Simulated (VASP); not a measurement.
Write the native input for VASP 6.6.1 that does the following.

```yaml
Task: electric field gradients
Functional: PBE
Potentials_or_basis: VASP PAW PBE potentials, release 64 (Mn_pv, As)
Cutoff: 520 eV
k_mesh: 12 × 12 × 12
Occupations: fermi-dirac, width 0.08 eV
Spin: collinear spin, ferromagnetic start
Starting_moments: "[4.0, 0.0] μB"
Dipole_correction: no
Further_INCAR_settings: ALGO = Normal; EDIFF = 1e-08; NBANDS = 20
```

The structure of MnAs (rocksalt type) lies in POSCAR:

```
MnAs
1.0
    0.0000000000      2.5829914404      2.5829914404
    2.5829914404      0.0000000000      2.5829914404
    2.5829914404      2.5829914404      0.0000000000
Mn As
1 1
Direct
    0.0000000000      0.0000000000      0.0000000000
    0.5000000000      0.5000000000      0.5000000000
```

One way to write it, as run:

INCAR

```
  PREC = Accurate
  ENCUT = 520
  EDIFF = 1E-8
  ISMEAR = -1
  SIGMA = 0.08
  LREAL = F
  LASPH = T
  NELM = 150
  ALGO = Normal
  ISIF = 2
  LWAVE = F
  LCHARG = F
  ISPIN = 2
  MAGMOM = 4 0
  LORBIT = 11
  LMAXMIX = 4
  GGA = PE
  LEFG = T
  NBANDS = 20
```

KPOINTS

```
regular mesh
0
Gamma
  12 12 12
```

Potentials or basis: VASP PAW PBE potentials, release 64 (Mn_pv, As).

Launch:

```sh
$ cat potpaw_PBE.64/Mn_pv/POTCAR potpaw_PBE.64/As/POTCAR > POTCAR
$ mpirun -np 1 vasp_std > vasp.out
```

It gave:

```yaml
Pressure: 0.2 GPa
Net_moment: 3.68 μB per cell
Site_moments: Mn +3.63; As -0.09 μB
Largest_electric_field_gradient_by_atom: under 0.05 V/Å² on every atom
Valence_electrons_inside_the_program's_atomic_spheres: Mn 11.50; As 2.81
```

Caveat: a cell with one magnetic atom can't hold antiferromagnetic order, which such compounds often take.

Wall time 62 s on 1 thread of Intel(R) Xeon(R) Platinum 8559C (Emerald Rapids), on a shared host, peak memory 0.22 GiB.
